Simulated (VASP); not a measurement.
# N in VASP: a series of runs

N is run at these levels: r2SCAN; tasks: single point, relaxation of cell and atoms.

Everything below comes from runs of VASP 6.6.1. Logs are shortened: lines on timing, memory, paths and dates and some standing lists are left out, and cuts for length are marked.

## Step 1: The cell of the first run

The structure is cubic, space group P2_13 (No. 198). Conventional cell: a = 5.807 Å, b = 5.807 Å, c = 5.807 Å, α = 90.00°, β = 90.00°, γ = 90.00°. Within 1.5 Å of N (site symmetry 3) lie 1 N at 1.09 Å. N (site symmetry 3) has 1 N at 1.09 Å within 1.5 Å.

## Step 2: Single point, r2SCAN

File POSCAR:

```
N
1.0
    5.8073305146      0.0000000000      0.0000000000
    0.0000000000      5.8073305146      0.0000000000
    0.0000000000      0.0000000000      5.8073305146
N
8
Direct
    0.0547537856      0.0547537856      0.0547537856
    0.4452462144      0.9452462144      0.5547537856
    0.5547537856      0.4452462144      0.9452462144
    0.9452462144      0.5547537856      0.4452462144
    0.9460897569      0.9460897569      0.9460897569
    0.5539102431      0.0539102431      0.4460897569
    0.4460897569      0.5539102431      0.0539102431
    0.0539102431      0.4460897569      0.5539102431
```

File INCAR.step1:

```
PREC = Accurate
ENCUT = 520
ISMEAR = 0
SIGMA = 0.1
LREAL = F
LASPH = T
NELM = 100
NBANDS = 30
GGA = PE
ALGO = Normal
EDIFF = 1E-4
LWAVE = T
LCHARG = F
```

File INCAR.step2:

```
PREC = Accurate
ENCUT = 520
EDIFF = 1E-6
ISMEAR = 0
SIGMA = 0.1
LREAL = F
LASPH = T
NELM = 100
ALGO = Normal
ISIF = 2
LWAVE = F
LCHARG = T
METAGGA = R2SCAN
LMIXTAU = T
LELF = T
LVHAR = T
NBANDS = 30
ISTART = 1
```

File KPOINTS:

```
regular mesh
0
Gamma
  4 4 4
```

Potentials or basis: VASP PAW PBE potentials, release 64 (N).

Launch:

```console
cat potpaw_PBE.64/N/POTCAR > POTCAR
cp INCAR.step1 INCAR
mpirun -np 1 vasp_std > vasp.out
cp INCAR.step2 INCAR
mpirun -np 1 vasp_std > vasp.out
```

OUTCAR:

```text
PREC = Accurate
   ENCUT = 520
   EDIFF = 1E-6
   ISMEAR = 0
   LREAL = F
   LASPH = T
   NELM = 100
   ISIF = 2
   METAGGA = R2SCAN
   ISTART = 1

 ion  position               nearest neighbor table
   1  0.055  0.055  0.055-   5 1.09
   2  0.445  0.945  0.555-   6 1.09
   3  0.555  0.445  0.945-   7 1.09
   4  0.945  0.555  0.445-   8 1.09
   5  0.946  0.946  0.946-   1 1.09
   6  0.554  0.054  0.446-   2 1.09
   7  0.446  0.554  0.054-   3 1.09
   8  0.054  0.446  0.554-   4 1.09

  LATTYP: Found a simple cubic cell.
 ALAT       =     5.8073305146

  Lattice vectors:

 A1 = (   5.8073305146,   0.0000000000,   0.0000000000)
 A2 = (   0.0000000000,   5.8073305146,   0.0000000000)
 A3 = (   0.0000000000,   0.0000000000,   5.8073305146)

Analysis of symmetry for initial positions (statically):
=====================================================================
 Subroutine PRICEL returns:
 Original cell was already a primitive cell.

 Routine SETGRP: Setting up the symmetry group for a
 simple cubic supercell.

 Subroutine GETGRP returns: Found 12 space group operations
 (whereof  3 operations were pure point group operations)
 out of a pool of 48 trial point group operations.

The static configuration has the point symmetry C_3 .
 The point group associated with its full space group is T   .

Analysis of symmetry for dynamics (positions and initial velocities):
=====================================================================
 Subroutine PRICEL returns:
 Original cell was already a primitive cell.

 Routine SETGRP: Setting up the symmetry group for a
 simple cubic supercell.

 Subroutine GETGRP returns: Found 12 space group operations
 (whereof  3 operations were pure point group operations)
 out of a pool of 48 trial point group operations.

The dynamic configuration has the point symmetry C_3 .
 The point group associated with its full space group is T   .

 Subroutine INISYM returns: Found 12 space group operations
 (whereof  3 operations are pure point group operations),
 and found     1 'primitive' translations

----------------------------------------------------------------------------------------

                                     Primitive cell

  volume of cell :     195.8527

  direct lattice vectors                    reciprocal lattice vectors
     5.807330515  0.000000000  0.000000000     0.172196158  0.000000000  0.000000000
     0.000000000  5.807330515  0.000000000     0.000000000  0.172196158  0.000000000
     0.000000000  0.000000000  5.807330515     0.000000000  0.000000000  0.172196158

  length of vectors
     5.807330515  5.807330515  5.807330515     0.172196158  0.172196158  0.172196158

  position of ions in fractional coordinates (direct lattice)
     0.054753786  0.054753786  0.054753786
     0.445246214  0.945246214  0.554753786
     0.554753786  0.445246214  0.945246214
     0.945246214  0.554753786  0.445246214
     0.946089757  0.946089757  0.946089757
     0.553910243  0.053910243  0.446089757
     0.446089757  0.553910243  0.053910243
     0.053910243  0.446089757  0.553910243

  ion indices of the primitive-cell ions
   primitive index   ion index
                 1           1
                 2           2
                 3           3
                 4           4
                 5           5
                 6           6
                 7           7
                 8           8

----------------------------------------------------------------------------------------

 KPOINTS: regular mesh

Automatic generation of k-mesh.
 Grid dimensions read from file:
 generate k-points for:    4    4    4

 Generating k-lattice:

  Cartesian coordinates                     Fractional coordinates (reciprocal lattice)
     0.043049039  0.000000000  0.000000000     0.250000000  0.000000000  0.000000000
     0.000000000  0.043049039  0.000000000     0.000000000  0.250000000  0.000000000
     0.000000000  0.000000000  0.043049039     0.000000000  0.000000000  0.250000000

  Length of vectors
     0.043049039  0.043049039  0.043049039

  Shift w.r.t. Gamma in fractional coordinates (k-lattice)
     0.000000000  0.000000000  0.000000000

 Subroutine IBZKPT returns following result:
 ===========================================

 Found     11 irreducible k-points:

 Following reciprocal coordinates:
            Coordinates               Weight
  0.000000  0.000000  0.000000      1.000000
  0.250000  0.000000  0.000000      6.000000
  0.500000  0.000000  0.000000      3.000000
  0.250000  0.250000  0.000000     12.000000
  0.500000  0.250000  0.000000      6.000000
 -0.250000  0.500000  0.000000      6.000000
  0.500000  0.500000  0.000000      3.000000
  0.250000  0.250000  0.250000      8.000000
  0.500000  0.250000  0.250000     12.000000
  0.500000  0.500000  0.250000      6.000000
  0.500000  0.500000  0.500000      1.000000
   k-points           NKPTS =     11   k-points in BZ     NKDIM =     11   number of bands    NBANDS=     30
   number of dos      NEDOS =    301   number of ions     NIONS =      8
   total plane-waves  NPLWV = 110592
   dimension x,y,z NGX =    48 NGY =   48 NGZ =   48
   dimension x,y,z NGXF=    96 NGYF=   96 NGZF=   96
   ions per type =               8
   NGX,Y,Z   is equivalent  to a cutoff of  13.74, 13.74, 13.74 a.u.
   NGXF,Y,Z  is equivalent  to a cutoff of  27.48, 27.48, 27.48 a.u.
 SYSTEM =  unknown system
   PREC   = accura    normal or accurate (medium, high low for compatibility)
   ISTART =      1    job   : 0-new  1-cont  2-samecut
   ICHARG =      0    charge: 1-file 2-atom 10-const
   ISPIN  =      1    spin polarized calculation?
   LNONCOLLINEAR =      F non collinear calculations
   LSORBIT =      F    spin-orbit coupling
   LASPH  =      T    aspherical Exc in radial PAW
   ENCUT  =  520.0 eV  38.22 Ry    6.18 a.u.  10.80 10.80 10.80*2*pi/ulx,y,z
   NELM   =    100;   NELMIN=  2; NELMDL=  0     # of ELM steps
   EDIFF  = 0.1E-05   stopping-criterion for ELM
   LREAL  =      F    real-space projection
   EDIFFG = 0.1E-04   stopping-criterion for IOM
   NSW    =      0    number of steps for IOM
   IBRION =     -1    ionic relax: 0-MD 1-quasi-New 2-CG
   NFREE  =      0    steps in history (QN), initial steepest desc. (CG)
   ISIF   =      2    stress and relaxation
   ISYM   =      2    0-nonsym 1-usesym 2-fastsym
   POTIM  = 0.5000    time-step for ionic-motion
   TEBEG  =    0.0;   TEEND  =   0.0 temperature during run
   PSTRESS=    0.0 pullay stress
   NELECT =      40.0000    total number of electrons
   NUPDOWN=      -1.0000    fix difference up-down
   EMIN   =  10.00;   EMAX   =-10.00  energy-range for DOS
   EFERMI =   0.00;   METHOD = LEGACY
   ISMEAR =     0;   SIGMA  =   0.10  broadening in eV -4-tet -1-fermi 0-gaus
   EFERMI_NEDOS =   21; number of points for ismear=-14 and -15
   IALGO  =     38    algorithm
   IMIX   =      4    mixing-type and parameters
     AMIX     =   0.40;   BMIX     =  1.00
     AMIX_MAG =   1.60;   BMIX_MAG =  1.00
  volume/ion in A,a.u.               =      24.48       165.21
  Fermi-wavevector in a.u.,A,eV,Ry     =   0.964092  1.821869 12.646242  0.929473
  Thomas-Fermi vector in A             =   2.093693
   LORBIT       =      0    0 simple, 1 ext, 2 COOP (PROOUT), +10 PAW based schemes
   METAGGA = R2SCAN    functional components
   LHFCALC =     F    Hartree Fock is set to
   AEXX    =    0.0000 exact exchange contribution
   IVDW    =     0    specifies the selected vdW correction
   LEPSILON=     F    determine dielectric tensor
   LRPA    =     F    only Hartree local field effects (RPA)
 non-spin polarized calculation
 Gauss-broadening in eV      SIGMA  =   0.10
  energy-cutoff  :      520.00
  volume of cell :      195.85
 maximum number of plane-waves:      5294
 NGX is ok and might be reduce to    48
   NGX = 21   NGY = 21   NGZ = 21

 number of electron      39.9999997 magnetization

 Free energy of the ion-electron system (eV)
  ---------------------------------------------------
  ext. energy  EPLUGINS =         0.00000000
  ---------------------------------------------------
  free energy    TOTEN  =       -72.93201373 eV

  energy without entropy =      -72.93201373  energy(sigma->0) =      -72.93201373

 E-fermi :  -6.9254     XC(G=0):  -6.2068

 val. band max:       -7.3899506804   @ k =   0.5000   0.0000   0.0000
 cond. band min:       0.8783474426   @ k =   0.0000   0.0000   0.0000
 fundamental gap:      8.2682981230
 Fermi energy:        -6.9254361246

 k-point     1 :       0.0000    0.0000    0.0000
  band No.  band energies     occupation
      1     -26.7687      2.00000
      2     -26.7303      2.00000
      3     -26.7303      2.00000
      4     -26.7303      2.00000
      5     -11.0968      2.00000
      6     -11.0968      2.00000
[... 22 lines left out ...]
     29       4.5019      0.00000
     30       7.3911      0.00000

 k-point     2 :       0.2500    0.0000    0.0000
  band No.  band energies     occupation
      1     -26.7631      2.00000
      2     -26.7359      2.00000
      3     -26.7303      2.00000
      4     -26.7302      2.00000
      5     -11.0938      2.00000
      6     -11.0931      2.00000
[... 22 lines left out ...]
     29       4.6460      0.00000
     30       6.2865      0.00000

 k-point     3 :       0.5000    0.0000    0.0000
  band No.  band energies     occupation
      1     -26.7496      2.00000
      2     -26.7496      2.00000
      3     -26.7303      2.00000
      4     -26.7303      2.00000
      5     -11.0900      2.00000
      6     -11.0900      2.00000
[... 22 lines left out ...]
     29       5.2198      0.00000
     30       5.2198      0.00000

 k-point     4 :       0.2500    0.2500    0.0000
  band No.  band energies     occupation
      1     -26.7582      2.00000
      2     -26.7351      2.00000
      3     -26.7350      2.00000
      4     -26.7310      2.00000
      5     -11.0920      2.00000
      6     -11.0814      2.00000
[... 22 lines left out ...]
     29       4.7899      0.00000
     30       6.3577      0.00000

 k-point     5 :       0.5000    0.2500    0.0000
  band No.  band energies     occupation
      1     -26.7467      2.00000
      2     -26.7467      2.00000
      3     -26.7331      2.00000
      4     -26.7331      2.00000
      5     -11.0860      2.00000
      6     -11.0860      2.00000
[... 22 lines left out ...]
     29       5.3436      0.00000
     30       5.3436      0.00000

 k-point     6 :      -0.2500    0.5000    0.0000
  band No.  band energies     occupation
      1     -26.7467      2.00000
      2     -26.7467      2.00000
      3     -26.7331      2.00000
      4     -26.7331      2.00000
      5     -11.0857      2.00000
      6     -11.0857      2.00000
[... 22 lines left out ...]
     29       5.3444      0.00000
     30       5.3444      0.00000

 k-point     7 :       0.5000    0.5000    0.0000
  band No.  band energies     occupation
      1     -26.7400      2.00000
      2     -26.7400      2.00000
      3     -26.7398      2.00000
      4     -26.7398      2.00000
      5     -11.0715      2.00000
      6     -11.0715      2.00000
[... 22 lines left out ...]
     29       5.8077      0.00000
     30       5.8092      0.00000

 k-point     8 :       0.2500    0.2500    0.2500
  band No.  band energies     occupation
      1     -26.7542      2.00000
      2     -26.7351      2.00000
      3     -26.7351      2.00000
      4     -26.7349      2.00000
      5     -11.0875      2.00000
      6     -11.0863      2.00000
[... 22 lines left out ...]
     29       4.9369      0.00000
     30       6.3200      0.00000

 k-point     9 :       0.5000    0.2500    0.2500
  band No.  band energies     occupation
      1     -26.7447      2.00000
      2     -26.7447      2.00000
      3     -26.7350      2.00000
      4     -26.7350      2.00000
      5     -11.0871      2.00000
      6     -11.0871      2.00000
[... 22 lines left out ...]
     29       5.4764      0.00000
     30       5.4764      0.00000

 k-point    10 :       0.5000    0.5000    0.2500
  band No.  band energies     occupation
      1     -26.7399      2.00000
      2     -26.7399      2.00000
      3     -26.7398      2.00000
      4     -26.7398      2.00000
      5     -11.0807      2.00000
      6     -11.0807      2.00000
[... 22 lines left out ...]
     29       5.9250      0.00000
     30       5.9261      0.00000

 k-point    11 :       0.5000    0.5000    0.5000
  band No.  band energies     occupation
      1     -26.7396      2.00000
      2     -26.7396      2.00000
      3     -26.7396      2.00000
      4     -26.7396      2.00000
      5     -11.0894      2.00000
      6     -11.0894      2.00000
[... 22 lines left out ...]
     29       6.0962      0.00000
     30       6.0962      0.00000

------------------------ aborting loop because EDIFF is reached ----------------------------------------

  FORCE on cell =-STRESS in cart. coord.  units (eV):
  Direction    XX          YY          ZZ          XY          YZ          ZX
  --------------------------------------------------------------------------------------
  -------------------------------------------------------------------------------------
  Total        2.9157357      2.9157357      2.9157357      0.0000000      0.0000000      0.0000000
  in kB       23.8522362     23.8522362     23.8522362      0.0000000      0.0000000      0.0000000
  external PRESSURE =      23.8522362 kB  Pullay stress =       0.0000000 kB

 VOLUME and BASIS-vectors are now :
 -----------------------------------------------------------------------------
  energy-cutoff  :      520.00
  volume of cell :      195.85
      direct lattice vectors                 reciprocal lattice vectors
     5.807330515  0.000000000  0.000000000     0.172196158  0.000000000  0.000000000
     0.000000000  5.807330515  0.000000000     0.000000000  0.172196158  0.000000000
     0.000000000  0.000000000  5.807330515     0.000000000  0.000000000  0.172196158

 POSITION                                       TOTAL-FORCE (eV/Angst)
 -----------------------------------------------------------------------------------
      0.31797      0.31797      0.31797         1.334474      1.334474      1.334474
      2.58569      5.48936      3.22164        -1.334474     -1.334474      1.334474
      3.22164      2.58569      5.48936         1.334474     -1.334474     -1.334474
      5.48936      3.22164      2.58569        -1.334474      1.334474     -1.334474
      5.49426      5.49426      5.49426        -1.334882     -1.334882     -1.334882
      3.21674      0.31307      2.59059         1.334882      1.334882     -1.334882
      2.59059      3.21674      0.31307        -1.334882      1.334882      1.334882
      0.31307      2.59059      3.21674         1.334882     -1.334882      1.334882
 -----------------------------------------------------------------------------------
    total drift:                               -0.000000     -0.000000     -0.000000

  FREE ENERGIE OF THE ION-ELECTRON SYSTEM (eV)
  ---------------------------------------------------
  free  energy   TOTEN  =       -72.9320137327 eV

  energy  without entropy=      -72.9320137327  energy(sigma->0) =      -72.93201373
```

Wall time 3.4 min (1 thread of AMD EPYC 7R13 (Zen 3), shared host); peak memory 0.32 GiB.

Results:

```yaml
Free_energy: -72.9320 eV
Pressure: 2.4 GPa
Largest_force: 2.312 eV/Å
Band_gap_on_the_k_mesh: 8.27 eV, indirect (least direct gap 8.28 eV)
```

Forces on the atoms (eV/Å):
```
N    1.334  1.334  1.334
N   -1.334 -1.334  1.334
N    1.334 -1.334 -1.334
N   -1.334  1.334 -1.334
N   -1.335 -1.335 -1.335
N    1.335  1.335 -1.335
N   -1.335  1.335  1.335
N    1.335 -1.335  1.335
```

Caveat: the standard files for N, O and F lose accuracy on very short bonds; the PAW data sets were made with another functional, which shifts forces and pressure a little. r2SCAN opens gaps a little over a GGA but as a rule still falls short of measured ones.

(Continued in part 2 of 2.)
